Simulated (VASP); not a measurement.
Set up this calculation in VASP 6.6.1, as the native input.

| Item | Value |
| --- | --- |
| Task | single point |
| Functional | PBE |
| Potentials or basis | VASP PAW PBE potentials, release 64 (Si, Ti_sv) |
| Cutoff | 520 eV |
| k mesh | 2 × 2 × 2 |
| Occupations | gaussian, width 0.02 eV |
| Spin | no spin polarisation |
| Dipole correction | no |
| Further INCAR settings | LREAL = Auto; ALGO = Normal; EDIFF = 1e-07; NBANDS = 52 |

The structure of TiSi16 (a cell with a defect) lies in POSCAR:

```
TiSi16
1.0
    0.0000000000      5.4300000000      5.4300000000
    5.4300000000      0.0000000000      5.4300000000
    5.4300000000      5.4300000000      0.0000000000
Si Ti
16 1
Direct
   -0.0021099037     -0.0128794676      0.0060695408
    0.1262013373      0.1088493063      0.1388867198
    0.0066502754     -0.0142578484      0.5007847754
    0.1207882146      0.1102577304      0.6250899030
    0.0013672013      0.4911490851      0.0061807384
    0.1305101551      0.6134097922      0.1283069847
   -0.0022424072      0.4911785634      0.5020469634
    0.1262413022      0.6238308581      0.6238376429
    0.5089655952     -0.0128719669      0.0061534776
    0.6253669131      0.1208051624      0.1285806982
    0.5050353815     -0.0125020264      0.5024134824
    0.6437586413      0.1103691509      0.6251775003
    0.5011425676      0.4914021444      0.0064469804
    0.6278494379      0.6134328724      0.1283315518
    0.5090729854      0.4912787567      0.5020505249
    0.6252637726      0.6137078880      0.6359018735
    0.2550831103      1.2375206888      0.7523024125
```

One way to write it, as run:

INCAR

```
  ALGO = Normal
  EDIFF = 1E-7
  ENCUT = 520
  GGA = PE
  ISIF = 2
  ISMEAR = 0
  LASPH = T
  LCHARG = T
  LELF = T
  LREAL = Auto
  LVHAR = T
  LWAVE = F
  NBANDS = 52
  NELM = 80
  PREC = Accurate
  SIGMA = 0.02
```

KPOINTS

```
k-points
0
Gamma
  2 2 2
```

Potentials or basis: VASP PAW PBE potentials, release 64 (Si, Ti_sv).

The run is started by

```console
$ cat potpaw_PBE.64/Si/POTCAR potpaw_PBE.64/Ti_sv/POTCAR > POTCAR
$ mpirun -np 1 vasp_std > vasp.out
```

Results of the run:

The pressure is 4.0 GPa, the largest force is 0.013 eV/Å and the band gap on the k mesh is zero (band 38 reaches 6.96 eV, above the bottom of band 39 at 6.55 eV).

Caveat: the k points lie up to 0.50 Å⁻¹ apart.

Wall time 3.6 min on 1 thread of Intel(R) Xeon(R) 6975P-C (Granite Rapids), on a shared host, peak memory 0.5 GiB.
